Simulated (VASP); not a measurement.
# AlCl2 (Ibam) in VASP: a series of runs

AlCl2 is run at these levels: PBE; tasks: single point.

Everything below comes from runs of VASP 6.6.1. Logs are shortened: lines on timing, memory, paths and dates and some standing lists are left out, and cuts for length are marked.

### Step 1. The cell of the first run

It takes space group Ibam (No. 72, orthorhombic). Conventional cell: a = 5.448 Å, b = 10.179 Å, c = 5.423 Å, α = 90.00°, β = 90.00°, γ = 90.00°. Cl (site symmetry m) has 2 Al at 2.14 Å within 2.8 Å. Within 2.8 Å of Al (site symmetry 222) lie 4 Cl at 2.14 Å and 2 Al at 2.71 Å.

### Step 2. Single point, PBE

Contents of INCAR:

```
ALGO     = Normal         # electronic algorithm
EDIFF    = 1E-6           # SCF threshold, eV
ENCUT    = 520            # plane-wave cutoff, eV
GGA      = PE             # functional
ISIF     = 2              # what is computed and relaxed
ISMEAR   = -1             # smearing method
LASPH    = True           # aspherical terms in the spheres
LCHARG   = False          # write CHGCAR
LREAL    = False          # projectors in reciprocal space
LWAVE    = False          # write WAVECAR
NBANDS   = 26             # bands
NELM     = 60             # most SCF steps
PREC     = Accurate       # precision mode
SIGMA    = 0.1            # smearing width, eV
```

Contents of KPOINTS:

```
k-points
0
Gamma
  7 7 7
```

Contents of POSCAR:

```
AlCl2
1.0
    0.0000000000      0.0000000000      5.4225530000
    5.4479880000      0.0000000000      0.0000000000
    2.7239940000      5.0894520000     -2.7112760000
Cl Al
4 2
Direct
    0.1150100000      0.0991900000      0.2300200000
    0.8849900000      0.9008100000      0.7699800000
    0.3849900000      0.3292100000      0.7699800000
    0.6150100000      0.6707900000      0.2300200000
    0.2500000000      0.0000000000      0.0000000000
    0.7500000000      0.0000000000      0.0000000000
```

Potentials or basis: VASP PAW PBE potentials, release 64 (Cl, Al).

Launch:

```bash
cat potpaw_PBE.64/Cl/POTCAR potpaw_PBE.64/Al/POTCAR > POTCAR
mpirun -np 1 vasp_std > vasp.out
```

OUTCAR:

```text
EDIFF = 1E-6
   ENCUT = 520
   GGA = PE
   ISIF = 2
   ISMEAR = -1
   LASPH = True
   LREAL = False
   NELM = 60
   PREC = Accurate

 ion  position               nearest neighbor table
   1  0.115  0.099  0.230-   5 2.14   6 2.14
   2  0.885  0.901  0.770-   6 2.14   5 2.14
   3  0.385  0.329  0.770-   5 2.14   6 2.14
   4  0.615  0.671  0.230-   6 2.14   5 2.14
   5  0.250  0.000  0.000-   1 2.14   3 2.14   2 2.14   4 2.14   6 2.71   6 2.71
   6  0.750  0.000  0.000-   2 2.14   4 2.14   3 2.14   1 2.14   5 2.71   5 2.71

  LATTYP: Found a body centered orthorhombic cell.
 ALAT       =     5.4225530000
 B/A-ratio  =     1.0046905950
 C/A-ratio  =     1.8771423719

  Lattice vectors:

 A1 = (   2.7239940000,  -5.0894520000,   2.7112760000)
 A2 = (  -2.7239940000,  -5.0894520000,  -2.7112770000)
 A3 = (   2.7239940000,   5.0894520000,  -2.7112760000)

Analysis of symmetry for initial positions (statically):
=====================================================================
 Subroutine PRICEL returns:
 Original cell was already a primitive cell.

 Routine SETGRP: Setting up the symmetry group for a
 body centered orthorhombic supercell.

 Subroutine GETGRP returns: Found  8 space group operations
 (whereof  4 operations were pure point group operations)
 out of a pool of  8 trial point group operations.

The static configuration has the point symmetry C_2h.
 The point group associated with its full space group is D_2h.

Analysis of symmetry for dynamics (positions and initial velocities):
=====================================================================
 Subroutine PRICEL returns:
 Original cell was already a primitive cell.

 Routine SETGRP: Setting up the symmetry group for a
 body centered orthorhombic supercell.

 Subroutine GETGRP returns: Found  8 space group operations
 (whereof  4 operations were pure point group operations)
 out of a pool of  8 trial point group operations.

The dynamic configuration has the point symmetry C_2h.
 The point group associated with its full space group is D_2h.

 Subroutine INISYM returns: Found  8 space group operations
 (whereof  4 operations are pure point group operations),
 and found     1 'primitive' translations

[... 95 lines left out ...]
   ICHARG =      2    charge: 1-file 2-atom 10-const
   ISPIN  =      1    spin polarized calculation?
   LNONCOLLINEAR =      F non collinear calculations
   LSORBIT =      F    spin-orbit coupling
   LASPH  =      T    aspherical Exc in radial PAW
   ENCUT  =  520.0 eV  38.22 Ry    6.18 a.u.  10.08 10.13 11.86*2*pi/ulx,y,z
   NELM   =     60;   NELMIN=  2; NELMDL= -5     # of ELM steps
   EDIFF  = 0.1E-05   stopping-criterion for ELM
   LREAL  =      F    real-space projection
   EDIFFG = 0.1E-04   stopping-criterion for IOM
   NSW    =      0    number of steps for IOM
   IBRION =     -1    ionic relax: 0-MD 1-quasi-New 2-CG
   NFREE  =      0    steps in history (QN), initial steepest desc. (CG)
   ISIF   =      2    stress and relaxation
   ISYM   =      2    0-nonsym 1-usesym 2-fastsym
   POTIM  = 0.5000    time-step for ionic-motion
   TEBEG  =    0.0;   TEEND  =   0.0 temperature during run
   PSTRESS=    0.0 pullay stress
   NELECT =      34.0000    total number of electrons
   NUPDOWN=      -1.0000    fix difference up-down
   EMIN   =  10.00;   EMAX   =-10.00  energy-range for DOS
   EFERMI =   0.00;   METHOD = LEGACY
   ISMEAR =    -1;   SIGMA  =   0.10  broadening in eV -4-tet -1-fermi 0-gaus
   EFERMI_NEDOS =   21; number of points for ismear=-14 and -15
   IALGO  =     38    algorithm
   IMIX   =      4    mixing-type and parameters
     AMIX     =   0.40;   BMIX     =  1.00
     AMIX_MAG =   1.60;   BMIX_MAG =  1.00
  volume/ion in A,a.u.               =      25.06       169.10
  Fermi-wavevector in a.u.,A,eV,Ry     =   0.997388  1.884790 13.534842  0.994783
  Thomas-Fermi vector in A             =   2.129541
   LORBIT       =      0    0 simple, 1 ext, 2 COOP (PROOUT), +10 PAW based schemes
   GGA     = PE    functional components
   LHFCALC =     F    Hartree Fock is set to
   AEXX    =    0.0000 exact exchange contribution
   IVDW    =     0    specifies the selected vdW correction
   LEPSILON=     F    determine dielectric tensor
   LRPA    =     F    only Hartree local field effects (RPA)
 non-spin polarized calculation
  energy-cutoff  :      520.00
  volume of cell :      150.35
 maximum number of plane-waves:      4071
   NGX = 21   NGY = 21   NGZ = 23

 number of electron      34.0000000 magnetization

 Free energy of the ion-electron system (eV)
  ---------------------------------------------------
  ext. energy  EPLUGINS =         0.00000000
  ---------------------------------------------------
  free energy    TOTEN  =       -16.08613383 eV

  energy without entropy =      -15.91580430  energy(sigma->0) =      -16.00096906

 E-fermi :   6.1278     XC(G=0):  -8.1410

 val. band max:        6.1242161986   @ k =   0.2857   0.1429   0.0000
 cond. band min:       6.1343792139   @ k =   0.2857   0.0000   0.1429
 fundamental gap:      0.0101630153
 Fermi energy:         6.1278422878

 k-point     1 :       0.0000    0.0000    0.0000
  band No.  band energies     occupation
      1     -14.9974      2.00000
      2     -14.1002      2.00000
      3     -13.9210      2.00000
      4     -13.8940      2.00000
      5      -4.9620      2.00000
      6      -4.6531      2.00000
[... 685 lines left out ...]
     25       9.1870      0.00000
     26       9.6959      0.00000

 [... further k-points ...]
[... 5 lines left out ...]
  --------------------------------------------------------------------------------------
  -------------------------------------------------------------------------------------
  Total       10.0718803     10.0394641     16.3432477     -0.0000000      0.0000010      0.0000000
  in kB      107.3272915    106.9818602    174.1558124     -0.0000000      0.0000105      0.0000000
  external PRESSURE =     129.4883214 kB  Pullay stress =       0.0000000 kB

 VOLUME and BASIS-vectors are now :
 -----------------------------------------------------------------------------
  energy-cutoff  :      520.00
  volume of cell :      150.35
      direct lattice vectors                 reciprocal lattice vectors
     0.000000000  0.000000000  5.422553000     0.000000000  0.098242386  0.184414979
     5.447988000  0.000000000  0.000000000     0.183554002 -0.098242404  0.000000000
     2.723994000  5.089452000 -2.711276000     0.000000000  0.196484808  0.000000000

 POSITION                                       TOTAL-FORCE (eV/Angst)
 -----------------------------------------------------------------------------------
      1.16696      1.17068      0.00000         2.040031      2.053565      0.000000
      7.00502      3.91878      2.71128        -2.040031     -2.053565     -0.000000
      3.89095      3.91878      0.00000         2.040031     -2.053565     -0.000000
      4.28103      1.17068      2.71128        -2.040031      2.053565      0.000000
      0.00000      0.00000      1.35564        -0.000000     -0.000000      0.000000
      0.00000      0.00000      4.06691        -0.000000      0.000000     -0.000000
 -----------------------------------------------------------------------------------
    total drift:                               -0.000000      0.000000     -0.000000

  FREE ENERGIE OF THE ION-ELECTRON SYSTEM (eV)
  ---------------------------------------------------
  free  energy   TOTEN  =       -16.0861338294 eV

  energy  without entropy=      -15.9158042995  energy(sigma->0) =      -16.00096906
```

OSZICAR:

```text
N       E                     dE             d eps       ncg     rms          rms(c)
DAV:   1     0.212116054214E+03    0.21212E+03   -0.14283E+04  3328   0.110E+03
DAV:   2     0.180660885794E+01   -0.21031E+03   -0.20341E+03  4638   0.207E+02
DAV:   3    -0.163976788026E+02   -0.18204E+02   -0.18047E+02  4456   0.658E+01
DAV:   4    -0.167253150347E+02   -0.32764E+00   -0.32639E+00  4144   0.103E+01
DAV:   5    -0.167326009574E+02   -0.72859E-02   -0.72833E-02  4432   0.161E+00    0.302E+01
DAV:   6    -0.161200522285E+02    0.61255E+00   -0.13306E+00  3658   0.521E+00    0.146E+01
DAV:   7    -0.160901526571E+02    0.29900E-01   -0.74287E-01  4098   0.376E+00    0.288E+00
DAV:   8    -0.160857379948E+02    0.44147E-02   -0.66943E-02  3796   0.129E+00    0.106E+00
DAV:   9    -0.160860431051E+02   -0.30511E-03   -0.50702E-03  4408   0.370E-01    0.212E-01
DAV:  10    -0.160860923754E+02   -0.49270E-04   -0.34818E-04  4024   0.961E-02    0.511E-02
DAV:  11    -0.160861287659E+02   -0.36391E-04   -0.74625E-05  4098   0.419E-02    0.255E-02
DAV:  12    -0.160861331988E+02   -0.44329E-05   -0.72367E-06  4108   0.130E-02    0.520E-03
DAV:  13    -0.160861338294E+02   -0.63062E-06   -0.14342E-06  2926   0.584E-03
   1 F= -.16086134E+02 E0= -.16000969E+02  d E =-.170330E+00
```

It took 2.4 min on 1 thread of Intel Xeon Platinum 8488C (Sapphire Rapids), shared host; peak memory 0.37 GiB.

Results:

| Property | Result |
| --- | --- |
| Free energy | -16.0861 eV |
| Pressure | 12.9 GPa |
| Largest force | 2.895 eV/Å |
| Band gap on the k mesh | zero (band 17 reaches 6.48 eV, above the bottom of band 18 at 5.47 eV) |

Forces in eV/Å, atoms in the order of the input:
```
Cl   2.040  2.054  0.000
Cl  -2.040 -2.054  0.000
Cl   2.040 -2.054  0.000
Cl  -2.040  2.054  0.000
Al   0.000  0.000  0.000
Al   0.000  0.000  0.000
```

Caveat: forces of over 1 eV/Å act on the atoms, so gaps and moduli don't describe the material at rest.

### Step 3. Single point, PBE

Contents of INCAR:

```
SYSTEM = AlCl2
ALGO = Normal ; EDIFF = 1E-7
ENCUT = 520 ; GGA = PE
ISIF = 2 ; ISMEAR = -1
LASPH = .True. ; LCHARG = .False.
LREAL = .False. ; LWAVE = .False.
NBANDS = 26 ; NELM = 80
PREC = Accurate ; SIGMA = 0.1
```

Contents of KPOINTS:

```
k-points
0
Gamma
  4 4 4
  0 0 0
```

POSCAR is that of step 2.

Potentials or basis: VASP PAW PBE potentials, release 64 (Cl, Al).

Launch:

```bash
cat potpaw_PBE.64/Cl/POTCAR potpaw_PBE.64/Al/POTCAR > POTCAR
mpirun -np 1 vasp_std > vasp.out
```

Wall time 81 s (1 thread of Intel Xeon 6975P-C, shared host); peak memory 0.27 GiB.

Results (log left out):

| Item | Value |
| --- | --- |
| Free energy | -16.0906 eV |
| Pressure | 12.8 GPa |
| Largest force | 2.890 eV/Å |
| Band gap on the k mesh | zero (band 17 reaches 6.77 eV, above the bottom of band 18 at 5.47 eV) |

Forces on the atoms (eV/Å):
```
Cl   2.036  2.051  0.000
Cl  -2.036 -2.051  0.000
Cl   2.036 -2.051  0.000
Cl  -2.036  2.051  0.000
Al   0.000  0.000  0.000
Al   0.000  0.000  0.000
```

Stress tensor (GPa, compression positive):
```
10.63  0.00  0.00
 0.00 10.52  0.00
 0.00  0.00 17.11
```

Levels at points of the mesh, in eV from the Fermi level:
```tsv
k point	band 13	band 14	band 15	band 16	band 17	band 18	band 19	band 20	band 21	band 22
(0.00, 0.00, 0.00)	-7.82	-7.49	-7.46	-7.16	-1.41	-0.65	0.52	0.60	0.67	2.78
(0.50, 0.00, 0.00)	-7.67	-7.67	-7.31	-7.31	0.64	0.64	0.73	0.73	1.18	1.18
(0.00, 0.50, 0.00)	-8.03	-7.73	-7.72	-6.89	0.12	0.35	0.53	0.54	0.79	2.53
(0.50, 0.50, 0.00)	-7.47	-7.47	-7.27	-7.27	0.16	0.16	1.20	1.20	1.40	1.40
(0.00, 0.00, 0.50)	-8.06	-8.01	-7.68	-7.06	-0.58	-0.51	0.07	0.12	0.13	1.64
```

Caveat: forces of over 1 eV/Å act on the atoms, so gaps and moduli don't describe the material at rest.
